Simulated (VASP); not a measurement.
# Mo (Fmmm) in VASP: further runs, part 2 of 2

VASP 6.6.1. The steps go on from the part before.

## 5. Single point, PBE (strain +0.0100 x Voigt [0, 0, 0, 0, 1, 0])

Input file INCAR:

```
PREC = Accurate
ENCUT = 520
EDIFF = 1E-6
ISMEAR = 0
SIGMA = 0.15
LREAL = False
LASPH = True
NELM = 80
ALGO = Fast
ISIF = 2
LWAVE = False
LCHARG = False
GGA = PE
NBANDS = 13
```

Input file KPOINTS:

```
regular mesh
0
Gamma
  22 22 22
```

Input file POSCAR:

```
Mo
1.0
   -1.5631450000      1.5710000000      1.5631450000
    1.5788550000     -1.5710000000      1.5788550000
    1.5631450000      1.5710000000     -1.5631450000
Mo
1
Direct
    0.0000000000      0.0000000000      0.0000000000
```

Potentials or basis: VASP PAW PBE potentials, release 64 (Mo_sv).

On the command line:

```console
$ cat potpaw_PBE.64/Mo_sv/POTCAR > POTCAR
$ mpirun -np 1 vasp_std > vasp.out
```

OUTCAR:

```text
PREC = Accurate
   ENCUT = 520
   EDIFF = 1E-6
   ISMEAR = 0
   LREAL = False
   LASPH = True
   NELM = 80
   ISIF = 2
   GGA = PE

 ion  position               nearest neighbor table
   1  0.000  0.000  0.000-

  LATTYP: Found a face centered orthorhombic cell.
 ALAT       =     3.1420000000
 B/A-ratio  =     1.4071424946
 C/A-ratio  =     1.4212846302

  Lattice vectors:

 A1 = (  -0.0157100000,   0.0000000000,  -3.1420000000)
 A2 = (  -1.5788550000,   1.5710000000,  -1.5788550000)
 A3 = (   1.5631450000,   1.5710000000,  -1.5631450000)

Analysis of symmetry for initial positions (statically):
=====================================================================
 Subroutine PRICEL returns:
 Original cell was already a primitive cell.

 Routine SETGRP: Setting up the symmetry group for a
 face centered orthorhombic supercell.

 Subroutine GETGRP returns: Found  8 space group operations
 (whereof  8 operations were pure point group operations)
 out of a pool of  8 trial point group operations.

The static configuration has the point symmetry D_2h.

Analysis of symmetry for dynamics (positions and initial velocities):
=====================================================================
 Subroutine PRICEL returns:
 Original cell was already a primitive cell.

 Routine SETGRP: Setting up the symmetry group for a
 face centered orthorhombic supercell.

 Subroutine GETGRP returns: Found  8 space group operations
 (whereof  8 operations were pure point group operations)
 out of a pool of  8 trial point group operations.

The dynamic configuration has the point symmetry D_2h.

 Subroutine INISYM returns: Found  8 space group operations
 (whereof  8 operations are pure point group operations),
 and found     1 'primitive' translations

----------------------------------------------------------------------------------------

                                     Primitive cell

  volume of cell :      15.5088

[... 115 lines left out ...]
   LEPSILON=     F    determine dielectric tensor
   LRPA    =     F    only Hartree local field effects (RPA)
 non-spin polarized calculation
 RMM-DIIS sequential band-by-band and
 Gauss-broadening in eV      SIGMA  =   0.15
  energy-cutoff  :      520.00
  volume of cell :       15.51
 maximum number of plane-waves:       431
   NGX =  9   NGY = 11   NGZ =  9

 number of electron      14.0000000 magnetization

 Free energy of the ion-electron system (eV)
  ---------------------------------------------------
  ext. energy  EPLUGINS =         0.00000000
  ---------------------------------------------------
  free energy    TOTEN  =       -10.93212973 eV

  energy without entropy =      -10.92467433  energy(sigma->0) =      -10.92840203

 E-fermi :  12.7120     XC(G=0): -13.4347

 val. band max:       12.7118237223   @ k =  -0.3182   0.3636   0.2727
 cond. band min:      12.7131632470   @ k =  -0.3636   0.2727   0.2273
 fundamental gap:      0.0013395247
 Fermi energy:        12.7119715791

 k-point     1 :       0.0000    0.0000    0.0000
  band No.  band energies     occupation
      1     -48.5594      2.00000
      2     -21.8211      2.00000
      3     -21.8068      2.00000
      4     -21.7931      2.00000
      5       5.4595      2.00000
      6      11.2611      2.00000
      7      11.3402      2.00000
      8      11.4245      2.00000
      9      14.3985      0.00000
     10      14.4014      0.00000
     11      27.4774      0.00000
     12      27.5656      0.00000
     13      27.6533      0.00000
[... 354 lines left out ...]
  band No.  band energies     occupation
      1     -48.2857      2.00000
      2     -23.2282      2.00000
      3     -22.2705      2.00000
      4     -21.8299      2.00000
      5       7.4224      2.00000
      6       9.3092      2.00000
      7      13.8923      0.00000
      8      14.4268      0.00000
      9      15.3061      0.00000
     10      17.6437      0.00000
     11      24.4858      0.00000
     12      24.8598      0.00000
     13      30.1267      0.00000

 [... further k-points ...]

------------------------ aborting loop because EDIFF is reached ----------------------------------------

  FORCE on cell =-STRESS in cart. coord.  units (eV):
  Direction    XX          YY          ZZ          XY          YZ          ZX
  --------------------------------------------------------------------------------------
  -------------------------------------------------------------------------------------
  Total        0.5239072      0.5251402      0.5239072      0.0000000     -0.0000000     -0.1013934
  in kB       54.1236742     54.2510509     54.1236742      0.0000000     -0.0000000    -10.4747217
  external PRESSURE =      54.1661331 kB  Pullay stress =       0.0000000 kB

 VOLUME and BASIS-vectors are now :
 -----------------------------------------------------------------------------
  energy-cutoff  :      520.00
  volume of cell :       15.51
      direct lattice vectors                 reciprocal lattice vectors
    -1.563145000  1.571000000  1.563145000    -0.001591383  0.318268619  0.318276576
     1.578855000 -1.571000000  1.578855000     0.316685193  0.000000000  0.316685193
     1.563145000  1.571000000 -1.563145000     0.318276576  0.318268619 -0.001591383

 POSITION                                       TOTAL-FORCE (eV/Angst)
 -----------------------------------------------------------------------------------
      0.00000      0.00000      0.00000        -0.000000      0.000000     -0.000000
 -----------------------------------------------------------------------------------
    total drift:                                0.000000     -0.000000     -0.000000

  FREE ENERGIE OF THE ION-ELECTRON SYSTEM (eV)
  ---------------------------------------------------
  free  energy   TOTEN  =       -10.9321297280 eV

  energy  without entropy=      -10.9246743254  energy(sigma->0) =      -10.92840203
```

OSZICAR:

```text
N       E                     dE             d eps       ncg     rms          rms(c)
DAV:   1     0.924244340239E+02    0.92424E+02   -0.80629E+03 40202   0.110E+03
DAV:   2    -0.104131618036E+02   -0.10284E+03   -0.98964E+02 45825   0.311E+02
DAV:   3    -0.115785418367E+02   -0.11654E+01   -0.11620E+01 44540   0.330E+01
DAV:   4    -0.115812012703E+02   -0.26594E-02   -0.26594E-02 44800   0.191E+00
DAV:   5    -0.115812181632E+02   -0.16893E-04   -0.16894E-04 45015   0.136E-01    0.150E+01
RMM:   6    -0.110136137948E+02    0.56760E+00   -0.66905E-01 39916   0.769E+00    0.446E+00
RMM:   7    -0.109349595929E+02    0.78654E-01   -0.20164E-01 40787   0.416E+00    0.107E+00
RMM:   8    -0.109323488977E+02    0.26107E-02   -0.10387E-02 44112   0.112E+00    0.153E-01
RMM:   9    -0.109321412787E+02    0.20762E-03   -0.11030E-03 44692   0.349E-01    0.443E-02
RMM:  10    -0.109321311573E+02    0.10121E-04   -0.18448E-04 45923   0.148E-01    0.202E-02
RMM:  11    -0.109321299322E+02    0.12251E-05   -0.14774E-05 45225   0.481E-02    0.169E-03
RMM:  12    -0.109321297280E+02    0.20419E-06   -0.33318E-06 33984   0.202E-02
   1 F= -.10932130E+02 E0= -.10928402E+02  d E =-.745540E-02
```

stdout:

```text
POSCAR found type information on POSCAR Mo
 POSCAR found :  1 types and       1 ions
 scaLAPACK will be used
 LDA part: xc-table for (Slater+PW92), standard interpolation
 POSCAR, INCAR and KPOINTS ok, starting setup
 FFT: planning ... GRIDC
 FFT: planning ... GRID_SOFT
 FFT: planning ... GRID
 WAVECAR not read
 entering main loop
```

It took 4.3 min on 1 thread of Intel Xeon 8259CL, shared host; peak memory 0.38 GiB.

What came out:

* Free energy: -10.9321 eV
* Pressure: 5.4 GPa
* Band gap on the k mesh: zero (bands 7 and 8 overlap by 5.29 eV)

Caveat: the cell differs from its parent crystal (strain +0.0100 x Voigt [0, 0, 0, 0, 1, 0]); the cell stands under pressure.

## 6. The runs side by side

```csv
cell,gap on the mesh (eV),pressure (GPa)
"a = 2.757, b = 2.685 Å, angles 109.5, 110.5, 109.5°, 1 atom",none,5.7
"a = 2.694, b = 2.748 Å, angles 109.5, 108.7, 109.5°, 1 atom",none,5.6
"a = 2.739, b = 2.703 Å, angles 109.5, 110.0, 109.5°, 1 atom",none,5.5
"a = 2.712, b = 2.730 Å, angles 109.5, 109.2, 109.5°, 1 atom",none,5.4
```

Alike in all rows: task single point; level PBE; potentials or basis VASP PAW PBE potentials, release 64 (Mo_sv); no spin polarisation; k mesh 22 × 22 × 22; cutoff (eV) 520; smearing gaussian 0.15 eV.

Caveats: the cell stands under pressure.

Absolute energies hang on the potentials; compare differences alone.
